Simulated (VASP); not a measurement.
Wanted: the native input for a VASP 6.6.1 run.

| Quantity | Value |
| --- | --- |
| Task | single point |
| Functional | PBE |
| Potentials or basis | VASP PAW PBE potentials, release 64 (C) |
| Cutoff | 520 eV |
| k mesh | 12 × 12 × 16 |
| Occupations | gaussian, width 0.1 eV |
| Spin | no spin polarisation |
| Dipole correction | no |
| Further INCAR settings | ALGO = Normal; EDIFF = 1e-06; NBANDS = 21 |

The structure of C lies in POSCAR:

```
C
1.0
    1.8803686180     -4.5695711791     -0.0007968812
    1.8803686180      4.5695711791     -0.0007968812
   -1.3556639450      0.0000000000      2.2245420271
C
6
Direct
    0.6844043661      0.0326236092      0.1337686181
    0.5732083597      0.4267916403      0.0000000000
    0.4267916403      0.5732083597      0.0000000000
    0.3155956339      0.9673763908      0.8662313819
    0.9673763908      0.3155956339      0.8662313819
    0.0326236092      0.6844043661      0.1337686181
```

One way to write it, as run:

INCAR

```
SYSTEM = C
PREC = Accurate
ENCUT = 520
EDIFF = 1E-6
ISMEAR = 0
SIGMA = 0.1
LREAL = .FALSE.
LASPH = .TRUE.
NELM = 100
ALGO = Normal
ISIF = 2
LWAVE = .FALSE.
LCHARG = .FALSE.
GGA = PE
NBANDS = 21
```

KPOINTS

```
Automatic mesh
0
G
  12 12 16
  0 0 0
```

Potentials or basis: VASP PAW PBE potentials, release 64 (C).

Command:

```bash
$ cat potpaw_PBE.64/C/POTCAR > POTCAR
$ mpirun -np 1 vasp_std > vasp.out
```

It gave:

| Item | Value |
| --- | --- |
| Pressure | 0.5 GPa |
| Largest force | 0.016 eV/Å |
| Band gap on the k mesh | zero (bands 12 and 13 overlap by 0.72 eV) |

Run time: 6.4 min on 1 thread of Intel(R) Xeon(R) Platinum 8488C (Sapphire Rapids) (shared host), peak memory 0.42 GiB.
